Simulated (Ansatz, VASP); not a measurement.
Pb: VASP beside Ansatz

```
CELL_PARAMETERS angstrom
0.00000 2.46980 2.66738
2.46980 0.00000 2.66738
2.46980 2.46980 0.00000
ATOMIC_POSITIONS crystal
Pb 0.00000 0.00000 0.00000
```

Change from the starting cell: strain +0.000 along x and y, +0.080 along z, atoms carried along.

Alike in both runs: task single point; functional PBE; k mesh 16 × 16 × 16; occupations gaussian, width 0.15 eV; no spin polarisation.

|  | VASP | Ansatz |
| --- | --- | --- |
| version | VASP 6.6.1 | Ansatz 0.2.0 |
| potentials or method | VASP PAW PBE potentials, release 64 (Pb_d), cutoff 520 eV | scalar-relativistic, plane waves, PAW |
| valence electrons in the cell | 14 | 14 |

Ansatz gave:

```
gap on the k mesh at the Fermi level (eV)                     : none
pressure (GPa)                                                : -0.6
traceless stress, the component that is largest in VASP (GPa) : -0.59
```

Estimate VASP's values.

gap on the k mesh at the Fermi level (eV): none; pressure (GPa): -0.7; traceless stress, the component that is largest in VASP (GPa): -0.59.

A gap of «none» marks a metal or a gap that the smearing closes.

Spin-orbit coupling is off throughout.
